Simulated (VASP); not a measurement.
# AlN (Fm-3m) in VASP: further runs

AlN is run at these levels: PBE+D3(BJ); tasks: single point.

The COD entry that gives the cell may itself be a prediction, so a difference from it is no test against experiment.

Everything below comes from runs of VASP 6.6.1. Logs are shortened: lines on timing, memory, paths and dates and some standing lists are left out, and cuts for length are marked.

## Step 1: The cell of the first run

It takes space group Fm-3m (No. 225, cubic). Conventional cell: a = 3.802 Å, b = 3.802 Å, c = 3.802 Å, α = 90.00°, β = 90.00°, γ = 90.00°. Al (site symmetry m-3m) has 6 N at 1.90 Å within 2.5 Å. Within 2.5 Å of N (site symmetry m-3m) lie 6 Al at 1.90 Å.

## Step 2: Single point, PBE+D3(BJ)

Contents of INCAR:

```
ALGO = Normal ; EDIFF = 1E-6
ENCUT = 520 ; GGA = PE
ISIF = 2 ; ISMEAR = 0
IVDW = 12 ; LASPH = True
LCHARG = False ; LREAL = False
LWAVE = False ; NBANDS = 11
NELM = 80 ; PREC = Accurate
SIGMA = 0.01
```

Contents of KPOINTS:

```
k-points
0
Gamma
  8 8 8
```

Contents of POSCAR:

```
AlN
1.0
    0.0000000000      1.9010485983      1.9010485983
    1.9010485983      0.0000000000      1.9010485983
    1.9010485983      1.9010485983      0.0000000000
Al N
1 1
Direct
    0.0000000000      0.0000000000      0.0000000000
    0.5000000000      0.5000000000      0.5000000000
```

Potentials or basis: VASP PAW PBE potentials, release 64 (Al, N).

On the command line:

```console
$ cat potpaw_PBE.64/Al/POTCAR potpaw_PBE.64/N/POTCAR > POTCAR
$ mpirun -np 1 vasp_std > vasp.out
```

OUTCAR:

```text
EDIFF = 1E-6
   ENCUT = 520
   GGA = PE
   ISIF = 2
   ISMEAR = 0
   IVDW = 12
   LASPH = True
   LREAL = False
   NELM = 80
   PREC = Accurate
 IVDW          = 12

 ion  position               nearest neighbor table
   1  0.000  0.000  0.000-   2 1.90   2 1.90   2 1.90   2 1.90   2 1.90   2 1.90
   2  0.500  0.500  0.500-   1 1.90   1 1.90   1 1.90   1 1.90   1 1.90   1 1.90

  LATTYP: Found a face centered cubic cell.
 ALAT       =     3.8020971966

  Lattice vectors:

 A1 = (   0.0000000000,   1.9010485983,   1.9010485983)
 A2 = (   1.9010485983,   0.0000000000,   1.9010485983)
 A3 = (   1.9010485983,   1.9010485983,   0.0000000000)

Analysis of symmetry for initial positions (statically):
=====================================================================
 Subroutine PRICEL returns:
 Original cell was already a primitive cell.

 Routine SETGRP: Setting up the symmetry group for a
 face centered cubic supercell.

 Subroutine GETGRP returns: Found 48 space group operations
[... 9 lines left out ...]

 Routine SETGRP: Setting up the symmetry group for a
 face centered cubic supercell.

 Subroutine GETGRP returns: Found 48 space group operations
[... 11 lines left out ...]
                                     Primitive cell

  volume of cell :      13.7407

  direct lattice vectors                    reciprocal lattice vectors
     0.000000000  1.901048598  1.901048598    -0.263012740  0.263012740  0.263012740
     1.901048598  0.000000000  1.901048598     0.263012740 -0.263012740  0.263012740
     1.901048598  1.901048598  0.000000000     0.263012740  0.263012740 -0.263012740

  length of vectors
     2.688488710  2.688488710  2.688488710     0.455551428  0.455551428  0.455551428

  position of ions in fractional coordinates (direct lattice)
     0.000000000  0.000000000  0.000000000
     0.500000000  0.500000000  0.500000000

  ion indices of the primitive-cell ions
   primitive index   ion index
                 1           1
                 2           2

----------------------------------------------------------------------------------------

 KPOINTS: k-points

Automatic generation of k-mesh.
 Grid dimensions read from file:
 generate k-points for:    8    8    8

 Generating k-lattice:

  Cartesian coordinates                     Fractional coordinates (reciprocal lattice)
    -0.032876592  0.032876592  0.032876592     0.125000000  0.000000000  0.000000000
     0.032876592 -0.032876592  0.032876592     0.000000000  0.125000000  0.000000000
     0.032876592  0.032876592 -0.032876592     0.000000000  0.000000000  0.125000000

  Length of vectors
     0.056943929  0.056943929  0.056943929

  Shift w.r.t. Gamma in fractional coordinates (k-lattice)
     0.000000000  0.000000000  0.000000000

 Subroutine IBZKPT returns following result:
 ===========================================

 Found     29 irreducible k-points:

 Following reciprocal coordinates:
            Coordinates               Weight
  0.000000  0.000000  0.000000      1.000000
  0.125000  0.000000  0.000000      8.000000
  0.250000  0.000000  0.000000      8.000000
  0.375000  0.000000  0.000000      8.000000
  0.500000  0.000000  0.000000      4.000000
  0.125000  0.125000  0.000000      6.000000
[... 16 lines left out ...]
  0.500000  0.250000  0.125000     48.000000
 -0.375000  0.250000  0.125000     24.000000
 [... further k-points ...]
   k-points           NKPTS =     29   k-points in BZ     NKDIM =     29   number of bands    NBANDS=     11
   number of dos      NEDOS =    301   number of ions     NIONS =      2
   total plane-waves  NPLWV =   8000
   dimension x,y,z NGX =    20 NGY =   20 NGZ =   20
   dimension x,y,z NGXF=    40 NGYF=   40 NGZF=   40
   ions per type =               1   1
   NGX,Y,Z   is equivalent  to a cutoff of  12.37, 12.37, 12.37 a.u.
   NGXF,Y,Z  is equivalent  to a cutoff of  24.73, 24.73, 24.73 a.u.
 SYSTEM =  unknown system
   PREC   = accura    normal or accurate (medium, high low for compatibility)
   ISTART =      0    job   : 0-new  1-cont  2-samecut
   ICHARG =      2    charge: 1-file 2-atom 10-const
   ISPIN  =      1    spin polarized calculation?
   LNONCOLLINEAR =      F non collinear calculations
   LSORBIT =      F    spin-orbit coupling
   LASPH  =      T    aspherical Exc in radial PAW
   ENCUT  =  520.0 eV  38.22 Ry    6.18 a.u.   5.00  5.00  5.00*2*pi/ulx,y,z
   NELM   =     80;   NELMIN=  2; NELMDL= -5     # of ELM steps
   EDIFF  = 0.1E-05   stopping-criterion for ELM
   LREAL  =      F    real-space projection
   EDIFFG = 0.1E-04   stopping-criterion for IOM
   NSW    =      0    number of steps for IOM
   IBRION =     -1    ionic relax: 0-MD 1-quasi-New 2-CG
   NFREE  =      0    steps in history (QN), initial steepest desc. (CG)
   ISIF   =      2    stress and relaxation
   ISYM   =      2    0-nonsym 1-usesym 2-fastsym
   POTIM  = 0.5000    time-step for ionic-motion
   TEBEG  =    0.0;   TEEND  =   0.0 temperature during run
   PSTRESS=    0.0 pullay stress
   NELECT =       8.0000    total number of electrons
   NUPDOWN=      -1.0000    fix difference up-down
   EMIN   =  10.00;   EMAX   =-10.00  energy-range for DOS
   EFERMI =   0.00;   METHOD = LEGACY
   ISMEAR =     0;   SIGMA  =   0.01  broadening in eV -4-tet -1-fermi 0-gaus
   EFERMI_NEDOS =   21; number of points for ismear=-14 and -15
   IALGO  =     38    algorithm
   IMIX   =      4    mixing-type and parameters
     AMIX     =   0.40;   BMIX     =  1.00
     AMIX_MAG =   1.60;   BMIX_MAG =  1.00
  volume/ion in A,a.u.               =       6.87        46.36
  Fermi-wavevector in a.u.,A,eV,Ry     =   1.366999  2.583254 25.425029  1.868687
  Thomas-Fermi vector in A             =   2.493090
   LORBIT       =      0    0 simple, 1 ext, 2 COOP (PROOUT), +10 PAW based schemes
   GGA     = PE    functional components
   LHFCALC =     F    Hartree Fock is set to
   AEXX    =    0.0000 exact exchange contribution
   IVDW    =    12    specifies the selected vdW correction
   LEPSILON=     F    determine dielectric tensor
   LRPA    =     F    only Hartree local field effects (RPA)
 non-spin polarized calculation
 Gauss-broadening in eV      SIGMA  =   0.01
  energy-cutoff  :      520.00
  volume of cell :       13.74
 maximum number of plane-waves:       380
   NGX =  9   NGY =  9   NGZ =  9

 number of electron       7.9999998 magnetization

 Free energy of the ion-electron system (eV)
  ---------------------------------------------------
  ext. energy  EPLUGINS =         0.00000000
  ---------------------------------------------------
  free energy    TOTEN  =       -13.91428005 eV

  energy without entropy =      -13.91428005  energy(sigma->0) =      -13.91428005

 E-fermi :  12.6320     XC(G=0): -13.1786

 val. band max:       12.5542355249   @ k =   0.0000   0.0000   0.0000
 cond. band min:      17.4687091453   @ k =   0.5000   0.5000   0.0000
 fundamental gap:      4.9144736204
 Fermi energy:        12.6320044395

 k-point     1 :       0.0000    0.0000    0.0000
  band No.  band energies     occupation
      1      -6.7974      2.00000
      2      12.5542      2.00000
      3      12.5542      2.00000
      4      12.5542      2.00000
      5      21.1558      0.00000
      6      25.2933      0.00000
      7      25.2933      0.00000
      8      25.2933      0.00000
      9      30.9633      0.00000
     10      31.7326      0.00000
     11      31.7326      0.00000

 k-point     2 :       0.1250    0.0000    0.0000
  band No.  band energies     occupation
      1      -6.4196      2.00000
      2      10.9770      2.00000
      3      12.2973      2.00000
      4      12.2973      2.00000
      5      21.7481      0.00000
      6      24.2728      0.00000
      7      25.8742      0.00000
      8      25.8742      0.00000
      9      30.2880      0.00000
     10      30.2880      0.00000
     11      33.3098      0.00000

 k-point     3 :       0.2500    0.0000    0.0000
  band No.  band energies     occupation
      1      -5.3330      2.00000
      2       7.7545      2.00000
      3      11.7467      2.00000
      4      11.7467      2.00000
      5      21.0205      0.00000
      6      25.5609      0.00000
      7      26.2002      0.00000
      8      26.2002      0.00000
      9      30.3844      0.00000
     10      30.3844      0.00000
     11      32.6461      0.00000

 k-point     4 :       0.3750    0.0000    0.0000
  band No.  band energies     occupation
      1      -3.7704      2.00000
      2       4.5733      2.00000
      3      11.2687      2.00000
      4      11.2687      2.00000
      5      20.1843      0.00000
      6      25.4682      0.00000
      7      25.4682      0.00000
      8      27.6383      0.00000
      9      31.5157      0.00000
     10      33.2173      0.00000
     11      33.2173      0.00000

 k-point     5 :       0.5000    0.0000    0.0000
  band No.  band energies     occupation
      1      -2.7517      2.00000
      2       2.9743      2.00000
      3      11.0869      2.00000
      4      11.0869      2.00000
      5      19.9141      0.00000
      6      25.1288      0.00000
      7      25.1288      0.00000
      8      28.5791      0.00000
      9      31.0632      0.00000
     10      35.4205      0.00000
     11      35.4205      0.00000

 k-point     6 :       0.1250    0.1250    0.0000
  band No.  band energies     occupation
      1      -6.2948      2.00000
      2      11.1703      2.00000
      3      11.8767      2.00000
      4      11.8767      2.00000
      5      22.2748      0.00000
      6      22.8551      0.00000
      7      26.6128      0.00000
      8      26.6128      0.00000
      9      28.1200      0.00000
     10      32.3056      0.00000
     11      34.6905      0.00000

 k-point     7 :       0.2500    0.1250    0.0000
  band No.  band energies     occupation
      1      -5.4474      2.00000
      2       8.7942      2.00000
      3      11.2655      2.00000
      4      11.3303      2.00000
      5      21.6492      0.00000
      6      23.5189      0.00000
      7      25.8398      0.00000
      8      27.4933      0.00000
      9      28.7065      0.00000
     10      32.3482      0.00000
     11      34.9867      0.00000

 k-point     8 :       0.3750    0.1250    0.0000
  band No.  band energies     occupation
      1      -4.0270      2.00000
      2       5.7305      2.00000
      3      10.5291      2.00000
      4      10.8303      2.00000
      5      21.0499      0.00000
      6      24.4470      0.00000
      7      25.7194      0.00000
      8      26.8810      0.00000
      9      31.1526      0.00000
     10      34.0908      0.00000
     11      34.4226      0.00000
[... 141 lines left out ...]
 k-point    19 :       0.5000    0.3750    0.0000
  band No.  band energies     occupation
      1      -1.8232      2.00000
      2       4.4839      2.00000
      3       8.2430      2.00000
      4       9.4702      2.00000
      5      18.5461      0.00000
      6      20.3766      0.00000
      7      28.1458      0.00000
      8      31.3597      0.00000
      9      32.3984      0.00000
     10      38.6990      0.00000
     11      41.0985      0.00000

 k-point    20 :      -0.3750    0.3750    0.0000
  band No.  band energies     occupation
      1      -1.4682      2.00000
      2       4.8252      2.00000
      3       6.2198      2.00000
      4       9.7723      2.00000
      5      19.4929      0.00000
      6      23.2061      0.00000
      7      27.2194      0.00000
      8      29.6967      0.00000
      9      31.7694      0.00000
     10      36.5965      0.00000
     11      40.7124      0.00000

 k-point    21 :       0.5000    0.5000    0.0000
  band No.  band energies     occupation
      1      -1.5011      2.00000
      2       3.8508      2.00000
      3       9.2492      2.00000
      4       9.2492      2.00000
      5      17.4687      0.00000
      6      19.0932      0.00000
      7      29.0109      0.00000
      8      32.9296      0.00000
      9      32.9296      0.00000
     10      37.9293      0.00000
     11      42.9048      0.00000

 k-point    22 :       0.3750    0.2500    0.1250
  band No.  band energies     occupation
      1      -4.4285      2.00000
      2       7.3700      2.00000
      3       9.4415      2.00000
      4      11.0469      2.00000
      5      21.7272      0.00000
      6      23.6565      0.00000
      7      24.5883      0.00000
      8      28.6119      0.00000
      9      29.3073      0.00000
     10      34.1520      0.00000
     11      37.1445      0.00000

 k-point    23 :       0.5000    0.2500    0.1250
  band No.  band energies     occupation
      1      -3.0049      2.00000
      2       5.2216      2.00000
      3       8.3829      2.00000
      4      10.4160      2.00000
      5      22.0916      0.00000
      6      23.3772      0.00000
      7      25.1810      0.00000
      8      27.9847      0.00000
      9      31.6187      0.00000
     10      35.0862      0.00000
     11      37.3236      0.00000

 k-point    24 :      -0.3750    0.2500    0.1250
  band No.  band energies     occupation
      1      -2.1305      2.00000
      2       3.9554      2.00000
      3       8.1373      2.00000
      4      10.1158      2.00000
      5      22.2892      0.00000
      6      22.7255      0.00000
      7      26.8459      0.00000
      8      27.3643      0.00000
      9      32.8741      0.00000
     10      34.3379      0.00000
     11      37.5603      0.00000

 [... further k-points ...]

------------------------ aborting loop because EDIFF is reached ----------------------------------------

 Edisp (eV)   -0.82276

 E8    (eV) :    -0.3219

  FORCE on cell =-STRESS in cart. coord.  units (eV):
  Direction    XX          YY          ZZ          XY          YZ          ZX
  --------------------------------------------------------------------------------------
  -------------------------------------------------------------------------------------
  Total       5.73729     5.73729     5.73729    -0.00000     0.00000    -0.00000
  in kB     668.97126   668.97126   668.97126    -0.00000     0.00000    -0.00000
  external pressure =      668.97 kB  Pullay stress =        0.00 kB

 VOLUME and BASIS-vectors are now :
 -----------------------------------------------------------------------------
  energy-cutoff  :      520.00
  volume of cell :       13.74
      direct lattice vectors                 reciprocal lattice vectors
     0.000000000  1.901048598  1.901048598    -0.263012740  0.263012740  0.263012740
     1.901048598  0.000000000  1.901048598     0.263012740 -0.263012740  0.263012740
     1.901048598  1.901048598  0.000000000     0.263012740  0.263012740 -0.263012740

 POSITION                                       TOTAL-FORCE (eV/Angst)
 -----------------------------------------------------------------------------------
      0.00000      0.00000      0.00000         0.000000      0.000000     -0.000000
      1.90105      1.90105      1.90105        -0.000000     -0.000000      0.000000
 -----------------------------------------------------------------------------------
    total drift:                                0.000000      0.000000      0.000000

  FREE ENERGIE OF THE ION-ELECTRON SYSTEM (eV)
  ---------------------------------------------------
  free  energy   TOTEN  =       -14.7370390494 eV

  energy  without entropy=      -14.7370390494  energy(sigma->0) =      -14.73703905
```

It took 4.8 s on 1 thread of Intel Xeon Platinum 8259CL at 2.50GHz (Skylake/Cascade Lake), shared host; peak memory 0.13 GiB.

Results:

| Item | Value |
| --- | --- |
| Free energy | -14.7370 eV |
| Pressure | 66.9 GPa |
| Band gap on the k mesh | 4.91 eV, indirect (least direct gap 8.22 eV) |
| Dispersion energy per atom | -0.411 eV |

A k mesh can miss the band edges. PBE gaps usually lie below the measured ones, often by a third to a half.

(Continued in part 2 of 2.)
